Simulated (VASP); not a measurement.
# MnAs (P6_3/mmc) in VASP: single point with LDA

Aim: the single point of MnAs with LDA.

Program: VASP 6.6.1. These are calculated values, not measurements. Logs are shortened: lines on timing, memory, paths and dates and some standing lists are left out, and cuts for length are marked.

## Step 1: The cell of the first run

It takes space group P6_3/mmc (No. 194, hexagonal). The conventional cell has a = 3.497 Å, b = 3.497 Å, c = 5.247 Å, α = 90.00°, β = 90.00°, γ = 120.00°. Mn (site symmetry -3m) has 6 As at 2.41 Å and 2 Mn at 2.62 Å within 3.2 Å. Within 3.5 Å of As (site symmetry -6m2) lie 6 Mn at 2.41 Å and 12 As at 3.31 to 3.50 Å.

## Step 2: Single point, LDA, collinear spin, ferromagnetic start

Input file INCAR:

```
PREC = Accurate ; ENCUT = 520
EDIFF = 1E-6 ; ISMEAR = -1
SIGMA = 0.05 ; LREAL = False
LASPH = True ; NELM = 150
ALGO = Normal ; ISIF = 2
LWAVE = False ; LCHARG = False
ISPIN = 2 ; MAGMOM = 1.9 1.9 0 0
LORBIT = 11 ; LMAXMIX = 4
NBANDS = 30
```

Input file KPOINTS:

```
Automatic mesh
0
Gamma
  12 12 6
```

Input file POSCAR:

```
MnAs
1.0
    3.4968564789      0.0000000000      0.0000000000
   -1.7484282394      3.0283665441      0.0000000000
    0.0000000000      0.0000000000      5.2469686003
Mn As
2 2
Direct
    0.0000000000      0.0000000000      0.0000000000
    0.0000000000      0.0000000000      0.5000000000
    0.3333333333      0.6666666667      0.2500000000
    0.6666666667      0.3333333333      0.7500000000
```

Potentials or basis: VASP PAW LDA potentials, release 64 (Mn_pv, As).

Started as:

```bash
> cat potpaw_LDA.64/Mn_pv/POTCAR potpaw_LDA.64/As/POTCAR > POTCAR
> mpirun -np 1 vasp_std > vasp.out
```

OUTCAR:

```text
PREC = Accurate
   ENCUT = 520
   EDIFF = 1E-6
   ISMEAR = -1
   LREAL = False
   LASPH = True
   NELM = 150
   ISIF = 2
   ISPIN = 2
   LORBIT = 11

 ion  position               nearest neighbor table
   1  0.000  0.000  0.000-   3 2.41   4 2.41   3 2.41   4 2.41   4 2.41   3 2.41   2 2.62   2 2.62

   2  0.000  0.000  0.500-   3 2.41   4 2.41   3 2.41   4 2.41   4 2.41   3 2.41   1 2.62   1 2.62

   3  0.333  0.667  0.250-   1 2.41   2 2.41   1 2.41   2 2.41   1 2.41   2 2.41
   4  0.667  0.333  0.750-   1 2.41   2 2.41   1 2.41   2 2.41   1 2.41   2 2.41

  LATTYP: Found a hexagonal cell.
 ALAT       =     3.4968564789
 C/A-ratio  =     1.5004815416

  Lattice vectors:

 A1 = (   3.4968564789,   0.0000000000,   0.0000000000)
 A2 = (  -1.7484282394,   3.0283665441,   0.0000000000)
 A3 = (   0.0000000000,   0.0000000000,   5.2469686003)

Analysis of symmetry for initial positions (statically):
=====================================================================
 Subroutine PRICEL returns:
 Original cell was already a primitive cell.

 Routine SETGRP: Setting up the symmetry group for a
 hexagonal supercell.

 Subroutine GETGRP returns: Found 24 space group operations
 (whereof 12 operations were pure point group operations)
 out of a pool of 24 trial point group operations.

The static configuration has the point symmetry D_3d.
 The point group associated with its full space group is D_6h.

Analysis of symmetry for dynamics (positions and initial velocities):
=====================================================================
 Subroutine PRICEL returns:
 Original cell was already a primitive cell.

 Routine SETGRP: Setting up the symmetry group for a
 hexagonal supercell.

 Subroutine GETGRP returns: Found 24 space group operations
 (whereof 12 operations were pure point group operations)
 out of a pool of 24 trial point group operations.

The dynamic configuration has the point symmetry D_3d.
 The point group associated with its full space group is D_6h.

Analysis of structural, dynamic, and magnetic symmetry:
=====================================================================
 Subroutine PRICEL returns:
 Original cell was already a primitive cell.

 Routine SETGRP: Setting up the symmetry group for a
 hexagonal supercell.

 Subroutine GETGRP returns: Found 24 space group operations
 (whereof 12 operations were pure point group operations)
 out of a pool of 24 trial point group operations.

The overall configuration has the point symmetry D_3d.
 The point group associated with its full space group is D_6h.

 Subroutine INISYM returns: Found 24 space group operations
 (whereof 12 operations are pure point group operations),
 and found     1 'primitive' translations

----------------------------------------------------------------------------------------

                                     Primitive cell

  volume of cell :      55.5642

  direct lattice vectors                    reciprocal lattice vectors
     3.496856479  0.000000000  0.000000000     0.285971130  0.165105509  0.000000000
    -1.748428239  3.028366544  0.000000000     0.000000000  0.330211018  0.000000000
     0.000000000  0.000000000  5.246968600     0.000000000  0.000000000  0.190586237

  length of vectors
     3.496856479  3.496856479  5.246968600     0.330211018  0.330211018  0.190586237

  position of ions in fractional coordinates (direct lattice)
     0.000000000  0.000000000  0.000000000
     0.000000000  0.000000000  0.500000000
     0.333333333  0.666666667  0.250000000
     0.666666667  0.333333333  0.750000000

  ion indices of the primitive-cell ions
   primitive index   ion index
                 1           1
                 2           2
                 3           3
                 4           4

----------------------------------------------------------------------------------------

 KPOINTS: Automatic mesh

Automatic generation of k-mesh.
 Grid dimensions read from file:
 generate k-points for:   12   12    6

 Generating k-lattice:

  Cartesian coordinates                     Fractional coordinates (reciprocal lattice)
     0.023830928  0.013758792  0.000000000     0.083333333  0.000000000  0.000000000
     0.000000000  0.027517585  0.000000000     0.000000000  0.083333333  0.000000000
     0.000000000  0.000000000  0.031764373     0.000000000  0.000000000  0.166666667

  Length of vectors
     0.027517585  0.027517585  0.031764373

  Shift w.r.t. Gamma in fractional coordinates (k-lattice)
     0.000000000  0.000000000  0.000000000

 Subroutine IBZKPT returns following result:
 ===========================================

 Found     76 irreducible k-points:

 Following reciprocal coordinates:
            Coordinates               Weight
  0.000000  0.000000  0.000000      1.000000
  0.083333 -0.000000  0.000000      6.000000
  0.166667  0.000000  0.000000      6.000000
  0.250000  0.000000  0.000000      6.000000
  0.333333  0.000000  0.000000      6.000000
  0.416667 -0.000000  0.000000      6.000000
[... 16 lines left out ...]
  0.250000  0.000000  0.166667     12.000000
  0.333333  0.000000  0.166667     12.000000
 [... further k-points ...]
   k-points           NKPTS =     76   k-points in BZ     NKDIM =     76   number of bands    NBANDS=     30
   number of dos      NEDOS =    301   number of ions     NIONS =      4
   total plane-waves  NPLWV =  31360
   dimension x,y,z NGX =    28 NGY =   28 NGZ =   40
   dimension x,y,z NGXF=    56 NGYF=   56 NGZF=   80
   ions per type =               2   2
   NGX,Y,Z   is equivalent  to a cutoff of  13.31, 13.31, 12.67 a.u.
   NGXF,Y,Z  is equivalent  to a cutoff of  26.62, 26.62, 25.35 a.u.
 SYSTEM =  unknown system
   PREC   = accura    normal or accurate (medium, high low for compatibility)
   ISTART =      0    job   : 0-new  1-cont  2-samecut
   ICHARG =      2    charge: 1-file 2-atom 10-const
   ISPIN  =      2    spin polarized calculation?
   LNONCOLLINEAR =      F non collinear calculations
   LSORBIT =      F    spin-orbit coupling
   LASPH  =      T    aspherical Exc in radial PAW
   ENCUT  =  520.0 eV  38.22 Ry    6.18 a.u.   6.50  6.50  9.76*2*pi/ulx,y,z
   NELM   =    150;   NELMIN=  2; NELMDL= -5     # of ELM steps
   EDIFF  = 0.1E-05   stopping-criterion for ELM
   LREAL  =      F    real-space projection
   EDIFFG = 0.1E-04   stopping-criterion for IOM
   NSW    =      0    number of steps for IOM
   IBRION =     -1    ionic relax: 0-MD 1-quasi-New 2-CG
   NFREE  =      0    steps in history (QN), initial steepest desc. (CG)
   ISIF   =      2    stress and relaxation
   ISYM   =      2    0-nonsym 1-usesym 2-fastsym
   POTIM  = 0.5000    time-step for ionic-motion
   TEBEG  =    0.0;   TEEND  =   0.0 temperature during run
   PSTRESS=    0.0 pullay stress
   NELECT =      36.0000    total number of electrons
   NUPDOWN=      -1.0000    fix difference up-down
   EMIN   =  10.00;   EMAX   =-10.00  energy-range for DOS
   EFERMI =   0.00;   METHOD = LEGACY
   ISMEAR =    -1;   SIGMA  =   0.05  broadening in eV -4-tet -1-fermi 0-gaus
   EFERMI_NEDOS =   21; number of points for ismear=-14 and -15
   IALGO  =     38    algorithm
   IMIX   =      4    mixing-type and parameters
     AMIX     =   0.40;   BMIX     =  1.00
     AMIX_MAG =   1.60;   BMIX_MAG =  1.00
  volume/ion in A,a.u.               =      13.89        93.74
  Fermi-wavevector in a.u.,A,eV,Ry     =   1.416590  2.676966 27.303172  2.006727
  Thomas-Fermi vector in A             =   2.537908
   LORBIT       =     11    0 simple, 1 ext, 2 COOP (PROOUT), +10 PAW based schemes
   GGA     = CA    functional components
   LHFCALC =     F    Hartree Fock is set to
   AEXX    =    0.0000 exact exchange contribution
   IVDW    =     0    specifies the selected vdW correction
   LEPSILON=     F    determine dielectric tensor
   LRPA    =     F    only Hartree local field effects (RPA)
 spin polarized calculation
  energy-cutoff  :      520.00
  volume of cell :       55.56
 maximum number of plane-waves:      1522
 NGX is ok and might be reduce to    28
   NGX = 13   NGY = 13   NGZ = 19

 number of electron      35.9999968 magnetization       3.6340810

 Free energy of the ion-electron system (eV)
  ---------------------------------------------------
  ext. energy  EPLUGINS =         0.00000000
  ---------------------------------------------------
  free energy    TOTEN  =       -31.73584475 eV

  energy without entropy =      -31.70400935  energy(sigma->0) =      -31.71992705

 E-fermi :   8.8454     XC(G=0): -12.4110

 val. band max:        8.8450195825   @ k =   0.3333   0.2500   0.1667
 cond. band min:       8.8607542334   @ k =   0.2500   0.0000   0.0000
 fundamental gap:      0.0157346508
 Fermi energy:         8.8454023720

 spin component 1

 k-point     1 :       0.0000    0.0000    0.0000
  band No.  band energies     occupation
      1     -39.6929      1.00000
      2     -39.6402      1.00000
      3     -39.6402      1.00000
      4     -39.6135      1.00000
      5     -39.6135      1.00000
      6     -39.4442      1.00000
[... 22 lines left out ...]
     29      20.6960      0.00000
     30      20.8135      0.00000

 k-point     2 :       0.0833   -0.0000    0.0000
  band No.  band energies     occupation
      1     -39.6926      1.00000
      2     -39.6416      1.00000
      3     -39.6406      1.00000
      4     -39.6147      1.00000
      5     -39.6138      1.00000
      6     -39.4441      1.00000
[... 22 lines left out ...]
     29      19.3397      0.00000
     30      19.5677      0.00000

 k-point     3 :       0.1667    0.0000    0.0000
  band No.  band energies     occupation
      1     -39.6917      1.00000
      2     -39.6454      1.00000
      3     -39.6416      1.00000
      4     -39.6177      1.00000
      5     -39.6144      1.00000
      6     -39.4437      1.00000
[... 682 lines left out ...]
     29      18.5292      0.00000
     30      19.7063      0.00000

 k-point    24 :       0.3333    0.0000    0.1667
  band No.  band energies     occupation
      1     -39.6731      1.00000
      2     -39.6536      1.00000
      3     -39.6423      1.00000
      4     -39.6280      1.00000
      5     -39.6181      1.00000
      6     -39.4593      1.00000
[... 22 lines left out ...]
     29      19.7996      0.00000
     30      20.1811      0.00000

 [... further k-points ...]

 spin component 2

 k-point     1 :       0.0000    0.0000    0.0000
  band No.  band energies     occupation
      1     -38.0337      1.00000
      2     -37.8155      1.00000
      3     -37.8155      1.00000
      4     -37.7861      1.00000
      5     -37.7861      1.00000
      6     -37.7650      1.00000
[... 22 lines left out ...]
     29      21.0284      0.00000
     30      21.1958      0.00000

 k-point     2 :       0.0833   -0.0000    0.0000
  band No.  band energies     occupation
      1     -38.0333      1.00000
      2     -37.8171      1.00000
      3     -37.8159      1.00000
      4     -37.7874      1.00000
      5     -37.7864      1.00000
      6     -37.7649      1.00000
[... 22 lines left out ...]
     29      19.8239      0.00000
     30      19.9296      0.00000

 k-point     3 :       0.1667    0.0000    0.0000
  band No.  band energies     occupation
      1     -38.0324      1.00000
      2     -37.8214      1.00000
      3     -37.8170      1.00000
      4     -37.7908      1.00000
      5     -37.7871      1.00000
      6     -37.7644      1.00000
[... 682 lines left out ...]
     29      18.7375      0.00000
     30      20.0089      0.00000

 k-point    24 :       0.3333    0.0000    0.1667
  band No.  band energies     occupation
      1     -38.0121      1.00000
      2     -37.8310      1.00000
      3     -37.8180      1.00000
      4     -37.8025      1.00000
      5     -37.7912      1.00000
      6     -37.7813      1.00000
[... 22 lines left out ...]
     29      19.9974      0.00000
     30      20.4791      0.00000

 [... further k-points ...]
[... 5 lines left out ...]
  --------------------------------------------------------------------------------------
  -------------------------------------------------------------------------------------
  Total       -0.1145022     -0.1145022     -0.0998456     -0.0000000     -0.0000000      0.0000000
  in kB       -3.3016398     -3.3016398     -2.8790215     -0.0000000     -0.0000000      0.0000000
  external PRESSURE =      -3.1607670 kB  Pullay stress =       0.0000000 kB

 VOLUME and BASIS-vectors are now :
 -----------------------------------------------------------------------------
  energy-cutoff  :      520.00
  volume of cell :       55.56
      direct lattice vectors                 reciprocal lattice vectors
     3.496856479  0.000000000  0.000000000     0.285971130  0.165105509  0.000000000
    -1.748428239  3.028366544  0.000000000     0.000000000  0.330211018  0.000000000
     0.000000000  0.000000000  5.246968600     0.000000000  0.000000000  0.190586237

 POSITION                                       TOTAL-FORCE (eV/Angst)
 -----------------------------------------------------------------------------------
      0.00000      0.00000      0.00000         0.000000      0.000000      0.000000
      0.00000      0.00000      2.62348         0.000000      0.000000      0.000000
     -0.00000      2.01891      1.31174        -0.000000      0.000000     -0.000000
      1.74843      1.00946      3.93523         0.000000     -0.000000     -0.000000
 -----------------------------------------------------------------------------------
    total drift:                               -0.000000      0.000000     -0.000000

  FREE ENERGIE OF THE ION-ELECTRON SYSTEM (eV)
  ---------------------------------------------------
  free  energy   TOTEN  =       -31.7358447459 eV

  energy  without entropy=      -31.7040093452  energy(sigma->0) =      -31.71992705

 total charge

# of ion       s       p       d       tot
------------------------------------------
    1        0.326   6.326   5.307  11.960
    2        0.326   6.326   5.307  11.960
    3        1.212   1.590   0.095   2.897
    4        1.212   1.590   0.095   2.897
--------------------------------------------------
tot          3.076  15.833  10.805  29.714

 magnetization (x)

# of ion       s       p       d       tot
------------------------------------------
    1        0.020   0.014   1.805   1.839
    2        0.020   0.014   1.805   1.839
    3       -0.005  -0.062   0.005  -0.062
    4       -0.005  -0.062   0.005  -0.062
--------------------------------------------------
tot          0.029  -0.096   3.619   3.553
```

Wall time 91 s (1 thread of Intel Xeon 6975P-C (Granite Rapids), shared host); peak memory 0.28 GiB.

Results:

```yaml
Free_energy: -31.7358 eV
Pressure: -0.3 GPa
Net_moment: 3.63 μB per cell
Site_moments: Mn +1.84; As -0.06 μB
Valence_electrons_inside_the_program's_atomic_spheres: Mn 11.96; As 2.90
```

Caveat: the run started ferromagnetic, and an antiferromagnetic order may lie lower in energy.
